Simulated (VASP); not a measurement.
Here is a VASP 6.6.1 calculation.

Contents of POSCAR:

```
BaTe
1.0
    0.0000000000      3.2414476436      3.2414476436
    3.2414476436      0.0000000000      3.2414476436
    3.2414476436      3.2414476436      0.0000000000
Ba Te
1 1
Direct
    0.0000000000      0.0000000000      0.0000000000
    0.5000000000      0.5000000000      0.5000000000
```

INCAR.step1

```
SYSTEM = BaTe
PREC = Accurate ; ENCUT = 600
ISMEAR = 0 ; SIGMA = 0.02
LREAL = .FALSE. ; LASPH = .TRUE.
NELM = 100 ; GGA = PE
ALGO = Normal ; EDIFF = 1E-4
LWAVE = .TRUE. ; LCHARG = .FALSE.
```

File INCAR.step2:

```
SYSTEM = BaTe
PREC = Accurate ; ENCUT = 600
EDIFF = 1E-7 ; ISMEAR = 0
SIGMA = 0.02 ; LREAL = .FALSE.
LASPH = .TRUE. ; NELM = 100
ALGO = Normal ; ISIF = 3
LWAVE = .FALSE. ; LCHARG = .FALSE.
METAGGA = R2SCAN ; LMIXTAU = .TRUE.
IBRION = 2 ; NSW = 70
EDIFFG = -0.008 ; PSTRESS = 150.0
ISTART = 1
```

File KPOINTS:

```
regular mesh
0
G
  8 8 8
  0 0 0
```

Potentials or basis: VASP PAW PBE potentials, release 64 (Ba_sv, Te).

Run with:

```sh
$ cat potpaw_PBE.64/Ba_sv/POTCAR potpaw_PBE.64/Te/POTCAR > POTCAR
$ cp INCAR.step1 INCAR
$ mpirun -np 1 vasp_std > vasp.out
$ cp INCAR.step2 INCAR
$ mpirun -np 1 vasp_std > vasp.out
```

Q: Predict the relaxed volume.

A: 33.88 Å³/atom.

Q: Estimate the relaxed cell.

A: a = 4.576 Å, b = 4.576 Å, c = 4.576 Å, α = 60.00°, β = 60.00°, γ = 60.00°.

Q: Predict the space group after relaxing (to 0.05 Å).

A: Fm-3m (No. 225).

Q: What does it give for the band gap on the k mesh?

A: 1.19 eV, indirect (least direct gap 1.51 eV).

Final structure:
```
CELL_PARAMETERS angstrom
0.00000 3.23569 3.23569
3.23569 0.00000 3.23569
3.23569 3.23569 0.00000
ATOMIC_POSITIONS crystal
Ba 0.00000 0.00000 0.00000
Te 0.50000 0.50000 0.50000
```

Caveat: the cell is relaxed towards a set pressure, so the enthalpy falls and the energy may rise; the PAW data sets were made with another functional, which shifts forces and pressure a little; spin-orbit coupling is left out, which moves the levels of the heavy elements. A k mesh can miss the band edges.
